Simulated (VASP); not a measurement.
# SiC (sol) (F-43m) in VASP: further runs

SiC (sol) is run at these levels: PBEsol; tasks: single point.

Program: VASP 6.6.1. These are calculated values, not measurements. Logs are shortened: lines on timing, memory, paths and dates and some standing lists are left out, and cuts for length are marked.

## (1) The cell of the first run

It takes space group F-43m (No. 216, cubic). Conventional cell: a = 4.357 Å, b = 4.357 Å, c = 4.357 Å, α = 90.00°, β = 90.00°, γ = 90.00°. Si (site symmetry -43m) has 4 C at 1.89 Å within 2.5 Å. Within 2.5 Å of C (site symmetry -43m) lie 4 Si at 1.89 Å.

## (2) Single point, PBEsol

Input file INCAR:

```
ALGO = Normal
EDIFF = 1E-6
ENCUT = 600
GGA = PS
GGA_COMPAT = F
ISIF = 2
ISMEAR = 0
LASPH = T
LCHARG = F
LREAL = F
LWAVE = F
NBANDS = 11
NELM = 120
PREC = Accurate
SIGMA = 0.02
```

Input file KPOINTS:

```
k-points
0
Gamma
  10 10 10
```

Input file POSCAR:

```
SiC
1.0
    0.0000000000      2.1784576158      2.1784576158
    2.1784576158      0.0000000000      2.1784576158
    2.1784576158      2.1784576158      0.0000000000
Si C
1 1
Direct
    0.0000000000      0.0000000000      0.0000000000
    0.2500000000      0.2500000000      0.2500000000
```

Potentials or basis: VASP PAW PBE potentials, release 64 (Si, C).

On the command line:

```console
> cat potpaw_PBE.64/Si/POTCAR potpaw_PBE.64/C/POTCAR > POTCAR
> mpirun -np 1 vasp_std > vasp.out
```

OUTCAR:

```text
EDIFF = 1E-6
   ENCUT = 600
   GGA = PS
   ISIF = 2
   ISMEAR = 0
   LASPH = T
   LREAL = F
   NELM = 120
   PREC = Accurate

 ion  position               nearest neighbor table
   1  0.000  0.000  0.000-   2 1.89   2 1.89   2 1.89   2 1.89
   2  0.250  0.250  0.250-   1 1.89   1 1.89   1 1.89   1 1.89

  LATTYP: Found a face centered cubic cell.
 ALAT       =     4.3569152316

  Lattice vectors:

 A1 = (   0.0000000000,   2.1784576158,   2.1784576158)
 A2 = (   2.1784576158,   0.0000000000,   2.1784576158)
 A3 = (   2.1784576158,   2.1784576158,   0.0000000000)

Analysis of symmetry for initial positions (statically):
=====================================================================
 Subroutine PRICEL returns:
 Original cell was already a primitive cell.

 Routine SETGRP: Setting up the symmetry group for a
 face centered cubic supercell.

 Subroutine GETGRP returns: Found 24 space group operations
 (whereof 24 operations were pure point group operations)
 out of a pool of 48 trial point group operations.

The static configuration has the point symmetry T_d .

Analysis of symmetry for dynamics (positions and initial velocities):
=====================================================================
 Subroutine PRICEL returns:
 Original cell was already a primitive cell.

 Routine SETGRP: Setting up the symmetry group for a
 face centered cubic supercell.

 Subroutine GETGRP returns: Found 24 space group operations
 (whereof 24 operations were pure point group operations)
 out of a pool of 48 trial point group operations.

The dynamic configuration has the point symmetry T_d .

 Subroutine INISYM returns: Found 24 space group operations
 (whereof 24 operations are pure point group operations),
 and found     1 'primitive' translations

----------------------------------------------------------------------------------------

                                     Primitive cell

  volume of cell :      20.6765

  direct lattice vectors                    reciprocal lattice vectors
     0.000000000  2.178457616  2.178457616    -0.229520187  0.229520187  0.229520187
     2.178457616  0.000000000  2.178457616     0.229520187 -0.229520187  0.229520187
     2.178457616  2.178457616  0.000000000     0.229520187  0.229520187 -0.229520187

  length of vectors
     3.080804305  3.080804305  3.080804305     0.397540626  0.397540626  0.397540626

  position of ions in fractional coordinates (direct lattice)
     0.000000000  0.000000000  0.000000000
     0.250000000  0.250000000  0.250000000

  ion indices of the primitive-cell ions
   primitive index   ion index
                 1           1
                 2           2

----------------------------------------------------------------------------------------

 KPOINTS: k-points

Automatic generation of k-mesh.
 Grid dimensions read from file:
 generate k-points for:   10   10   10

 Generating k-lattice:

  Cartesian coordinates                     Fractional coordinates (reciprocal lattice)
    -0.022952019  0.022952019  0.022952019     0.100000000  0.000000000  0.000000000
     0.022952019 -0.022952019  0.022952019     0.000000000  0.100000000  0.000000000
     0.022952019  0.022952019 -0.022952019     0.000000000  0.000000000  0.100000000

  Length of vectors
     0.039754063  0.039754063  0.039754063

  Shift w.r.t. Gamma in fractional coordinates (k-lattice)
     0.000000000  0.000000000  0.000000000

 Subroutine IBZKPT returns following result:
 ===========================================

 Found     47 irreducible k-points:

 Following reciprocal coordinates:
            Coordinates               Weight
  0.000000  0.000000  0.000000      1.000000
  0.100000  0.000000  0.000000      8.000000
  0.200000  0.000000  0.000000      8.000000
  0.300000  0.000000  0.000000      8.000000
  0.400000  0.000000  0.000000      8.000000
  0.500000  0.000000  0.000000      4.000000
[... 16 lines left out ...]
  0.300000  0.300000  0.000000      6.000000
  0.400000  0.300000  0.000000     24.000000
 [... further k-points ...]
   k-points           NKPTS =     47   k-points in BZ     NKDIM =     47   number of bands    NBANDS=     11
   number of dos      NEDOS =    301   number of ions     NIONS =      2
   total plane-waves  NPLWV =  21952
   dimension x,y,z NGX =    28 NGY =   28 NGZ =   28
   dimension x,y,z NGXF=    56 NGYF=   56 NGZF=   56
   ions per type =               1   1
   NGX,Y,Z   is equivalent  to a cutoff of  15.11, 15.11, 15.11 a.u.
   NGXF,Y,Z  is equivalent  to a cutoff of  30.22, 30.22, 30.22 a.u.
 SYSTEM =  unknown system
   PREC   = accura    normal or accurate (medium, high low for compatibility)
   ISTART =      0    job   : 0-new  1-cont  2-samecut
   ICHARG =      2    charge: 1-file 2-atom 10-const
   ISPIN  =      1    spin polarized calculation?
   LNONCOLLINEAR =      F non collinear calculations
   LSORBIT =      F    spin-orbit coupling
   LASPH  =      T    aspherical Exc in radial PAW
   ENCUT  =  600.0 eV  44.10 Ry    6.64 a.u.   6.15  6.15  6.15*2*pi/ulx,y,z
   NELM   =    120;   NELMIN=  2; NELMDL= -5     # of ELM steps
   EDIFF  = 0.1E-05   stopping-criterion for ELM
   LREAL  =      F    real-space projection
   EDIFFG = 0.1E-04   stopping-criterion for IOM
   NSW    =      0    number of steps for IOM
   IBRION =     -1    ionic relax: 0-MD 1-quasi-New 2-CG
   NFREE  =      0    steps in history (QN), initial steepest desc. (CG)
   ISIF   =      2    stress and relaxation
   ISYM   =      2    0-nonsym 1-usesym 2-fastsym
   POTIM  = 0.5000    time-step for ionic-motion
   TEBEG  =    0.0;   TEEND  =   0.0 temperature during run
   PSTRESS=    0.0 pullay stress
   NELECT =       8.0000    total number of electrons
   NUPDOWN=      -1.0000    fix difference up-down
   EMIN   =  10.00;   EMAX   =-10.00  energy-range for DOS
   EFERMI =   0.00;   METHOD = LEGACY
   ISMEAR =     0;   SIGMA  =   0.02  broadening in eV -4-tet -1-fermi 0-gaus
   EFERMI_NEDOS =   21; number of points for ismear=-14 and -15
   IALGO  =     38    algorithm
   IMIX   =      4    mixing-type and parameters
     AMIX     =   0.40;   BMIX     =  1.00
     AMIX_MAG =   1.60;   BMIX_MAG =  1.00
  volume/ion in A,a.u.               =      10.34        69.77
  Fermi-wavevector in a.u.,A,eV,Ry     =   1.192923  2.254297 19.361976  1.423065
  Thomas-Fermi vector in A             =   2.328950
   LORBIT       =      0    0 simple, 1 ext, 2 COOP (PROOUT), +10 PAW based schemes
   GGA     = PS    functional components
   LHFCALC =     F    Hartree Fock is set to
   AEXX    =    0.0000 exact exchange contribution
   IVDW    =     0    specifies the selected vdW correction
   LEPSILON=     F    determine dielectric tensor
   LRPA    =     F    only Hartree local field effects (RPA)
 non-spin polarized calculation
 Gauss-broadening in eV      SIGMA  =   0.02
  energy-cutoff  :      600.00
  volume of cell :       20.68
 maximum number of plane-waves:       701
 NGX is ok and might be reduce to    28
   NGX = 13   NGY = 13   NGZ = 13

 number of electron       8.0000000 magnetization

 Free energy of the ion-electron system (eV)
  ---------------------------------------------------
  ext. energy  EPLUGINS =         0.00000000
  ---------------------------------------------------
  free energy    TOTEN  =       -15.91609687 eV

  energy without entropy =      -15.91609687  energy(sigma->0) =      -15.91609687

 E-fermi :   8.1820     XC(G=0): -11.5081

 val. band max:        8.0643078720   @ k =   0.0000   0.0000   0.0000
 cond. band min:       9.2978267534   @ k =   0.5000   0.5000   0.0000
 fundamental gap:      1.2335188813
 Fermi energy:         8.1820381390

 k-point     1 :       0.0000    0.0000    0.0000
  band No.  band energies     occupation
      1      -7.3656      2.00000
      2       8.0643      2.00000
      3       8.0643      2.00000
      4       8.0643      2.00000
      5      14.2598      0.00000
      6      15.3126      0.00000
      7      15.3126      0.00000
      8      15.3126      0.00000
      9      22.5257      0.00000
     10      22.5257      0.00000
     11      24.3388      0.00000

 k-point     2 :       0.1000    0.0000    0.0000
  band No.  band energies     occupation
      1      -7.1693      2.00000
      2       7.0491      2.00000
      3       7.9295      2.00000
      4       7.9295      2.00000
      5      14.5103      0.00000
      6      15.5569      0.00000
      7      15.5569      0.00000
      8      15.5939      0.00000
      9      21.5491      0.00000
     10      21.5491      0.00000
     11      24.1397      0.00000

 k-point     3 :       0.2000    0.0000    0.0000
  band No.  band energies     occupation
      1      -6.5888      2.00000
      2       4.9180      2.00000
      3       7.6207      2.00000
      4       7.6207      2.00000
      5      14.2113      0.00000
      6      15.9137      0.00000
      7      15.9137      0.00000
      8      16.7894      0.00000
      9      20.8747      0.00000
     10      20.8747      0.00000
     11      23.2579      0.00000

 k-point     4 :       0.3000    0.0000    0.0000
  band No.  band energies     occupation
      1      -5.6587      2.00000
      2       2.5928      2.00000
      3       7.3036      2.00000
      4       7.3036      2.00000
      5      13.8029      0.00000
      6      15.7645      0.00000
      7      15.7645      0.00000
      8      17.7320      0.00000
      9      21.7016      0.00000
     10      21.7016      0.00000
     11      23.0059      0.00000
[... 239 lines left out ...]
 k-point    22 :      -0.2000    0.2000    0.0000
  band No.  band energies     occupation
      1      -5.3470      2.00000
      2       3.2477      2.00000
      3       4.8102      2.00000
      4       7.4148      2.00000
      5      14.5465      0.00000
      6      16.0016      0.00000
      7      16.3763      0.00000
      8      17.1534      0.00000
      9      19.4990      0.00000
     10      23.3678      0.00000
     11      27.1206      0.00000

 k-point    23 :       0.3000    0.3000    0.0000
  band No.  band energies     occupation
      1      -5.0804      2.00000
      2       3.7071      2.00000
      3       5.6806      2.00000
      4       5.6806      2.00000
      5      11.1222      0.00000
      6      13.5636      0.00000
      7      19.5420      0.00000
      8      19.5420      0.00000
      9      20.4018      0.00000
     10      25.1090      0.00000
     11      29.6520      0.00000

 k-point    24 :       0.4000    0.3000    0.0000
  band No.  band energies     occupation
      1      -4.2040      2.00000
      2       2.4774      2.00000
      3       4.8789      2.00000
      4       5.4170      2.00000
      5      10.8217      0.00000
      6      13.5796      0.00000
      7      19.6254      0.00000
      8      19.9342      0.00000
      9      21.7500      0.00000
     10      26.0855      0.00000
     11      29.2445      0.00000

 [... further k-points ...]
[... 5 lines left out ...]
  --------------------------------------------------------------------------------------
  -------------------------------------------------------------------------------------
  Total        0.0269147      0.0269147      0.0269147     -0.0000000      0.0000000     -0.0000000
  in kB        2.0855581      2.0855581      2.0855581     -0.0000000      0.0000000     -0.0000000
  external PRESSURE =       2.0855581 kB  Pullay stress =       0.0000000 kB

 VOLUME and BASIS-vectors are now :
 -----------------------------------------------------------------------------
  energy-cutoff  :      600.00
  volume of cell :       20.68
      direct lattice vectors                 reciprocal lattice vectors
     0.000000000  2.178457616  2.178457616    -0.229520187  0.229520187  0.229520187
     2.178457616  0.000000000  2.178457616     0.229520187 -0.229520187  0.229520187
     2.178457616  2.178457616  0.000000000     0.229520187  0.229520187 -0.229520187

 POSITION                                       TOTAL-FORCE (eV/Angst)
 -----------------------------------------------------------------------------------
      0.00000      0.00000      0.00000        -0.000000     -0.000000     -0.000000
      1.08923      1.08923      1.08923         0.000000      0.000000      0.000000
 -----------------------------------------------------------------------------------
    total drift:                               -0.000000     -0.000000     -0.000000

  FREE ENERGIE OF THE ION-ELECTRON SYSTEM (eV)
  ---------------------------------------------------
  free  energy   TOTEN  =       -15.9160968682 eV

  energy  without entropy=      -15.9160968682  energy(sigma->0) =      -15.91609687
```

Run time: 13 s. Hardware: 1 thread of Intel Xeon 6975P-C, shared host; peak memory 0.15 GiB.

What came out:

```
Free energy            : -15.9161 eV
Pressure               : 0.2 GPa
Band gap on the k mesh : 1.23 eV, indirect (least direct gap 4.44 eV)
```

Caveat: the PAW data sets were made with another functional, which shifts forces and pressure a little.

## (3) Single point, PBEsol

Input file INCAR:

```
SYSTEM = SiC
ALGO = Normal ; EDIFF = 1E-6
ENCUT = 600 ; GGA = PS
GGA_COMPAT = .False. ; ISIF = 2
ISMEAR = 0 ; LASPH = .True.
LCHARG = .False. ; LREAL = .False.
LWAVE = .False. ; NBANDS = 11
NELM = 120 ; PREC = Accurate
SIGMA = 0.01
```

Input file KPOINTS:

```
k-points
0
Gamma
  10 10 10
  0 0 0
```

POSCAR is that of step 2.

Potentials or basis: VASP PAW PBE potentials, release 64 (Si, C).

On the command line:

```console
> cat potpaw_PBE.64/Si/POTCAR potpaw_PBE.64/C/POTCAR > POTCAR
> mpirun -np 1 vasp_std > vasp.out
```

OUTCAR:

```text
SYSTEM = SiC
   EDIFF = 1E-6
   ENCUT = 600
   GGA = PS
   ISIF = 2
   ISMEAR = 0
   LASPH = .True.
   LREAL = .False.
   NELM = 120
   PREC = Accurate

 ion  position               nearest neighbor table
   1  0.000  0.000  0.000-   2 1.89   2 1.89   2 1.89   2 1.89
   2  0.250  0.250  0.250-   1 1.89   1 1.89   1 1.89   1 1.89

  LATTYP: Found a face centered cubic cell.
 ALAT       =     4.3569152316

  Lattice vectors:

 A1 = (   0.0000000000,   2.1784576158,   2.1784576158)
 A2 = (   2.1784576158,   0.0000000000,   2.1784576158)
 A3 = (   2.1784576158,   2.1784576158,   0.0000000000)

Analysis of symmetry for initial positions (statically):
=====================================================================
 Subroutine PRICEL returns:
 Original cell was already a primitive cell.

 Routine SETGRP: Setting up the symmetry group for a
 face centered cubic supercell.

 Subroutine GETGRP returns: Found 24 space group operations
 (whereof 24 operations were pure point group operations)
 out of a pool of 48 trial point group operations.

The static configuration has the point symmetry T_d .

Analysis of symmetry for dynamics (positions and initial velocities):
[... 167 lines left out ...]
 k-point     1 :       0.0000    0.0000    0.0000
  band No.  band energies     occupation
      1      -7.3656      2.00000
      2       8.0643      2.00000
      3       8.0643      2.00000
      4       8.0643      2.00000
      5      14.2598      0.00000
      6      15.3126      0.00000
      7      15.3126      0.00000
      8      15.3126      0.00000
      9      22.5257      0.00000
     10      22.5257      0.00000
     11      24.3388      0.00000
[... 309 lines left out ...]
 k-point    24 :       0.4000    0.3000    0.0000
  band No.  band energies     occupation
      1      -4.2040      2.00000
      2       2.4774      2.00000
      3       4.8789      2.00000
      4       5.4170      2.00000
      5      10.8217      0.00000
      6      13.5796      0.00000
      7      19.6254      0.00000
      8      19.9342      0.00000
      9      21.7500      0.00000
     10      26.0855      0.00000
     11      29.2445      0.00000

 [... further k-points ...]
[... 5 lines left out ...]
  --------------------------------------------------------------------------------------
  -------------------------------------------------------------------------------------
  Total        0.0269147      0.0269147      0.0269147      0.0000000      0.0000000     -0.0000000
  in kB        2.0855582      2.0855582      2.0855582      0.0000000      0.0000000     -0.0000000
  external PRESSURE =       2.0855582 kB  Pullay stress =       0.0000000 kB

 VOLUME and BASIS-vectors are now :
 -----------------------------------------------------------------------------
  energy-cutoff  :      600.00
  volume of cell :       20.68
      direct lattice vectors                 reciprocal lattice vectors
     0.000000000  2.178457616  2.178457616    -0.229520187  0.229520187  0.229520187
     2.178457616  0.000000000  2.178457616     0.229520187 -0.229520187  0.229520187
     2.178457616  2.178457616  0.000000000     0.229520187  0.229520187 -0.229520187

 POSITION                                       TOTAL-FORCE (eV/Angst)
 -----------------------------------------------------------------------------------
      0.00000      0.00000      0.00000        -0.000000      0.000000      0.000000
      1.08923      1.08923      1.08923         0.000000     -0.000000     -0.000000
 -----------------------------------------------------------------------------------
    total drift:                               -0.000000     -0.000000     -0.000000

  FREE ENERGIE OF THE ION-ELECTRON SYSTEM (eV)
  ---------------------------------------------------
  free  energy   TOTEN  =       -15.9160968682 eV

  energy  without entropy=      -15.9160968682  energy(sigma->0) =      -15.91609687
```

It took 12 s on 1 thread of Intel Xeon 6975P-C, shared host; peak memory 0.15 GiB.

Results:

```
Free energy            : -15.9161 eV
Pressure               : 0.2 GPa
Band gap on the k mesh : 1.23 eV, indirect (least direct gap 4.44 eV)
```

Caveat: the PAW data sets were made with another functional, which shifts forces and pressure a little. A hybrid or GW would open this gap; PBEsol tends to underestimate it.
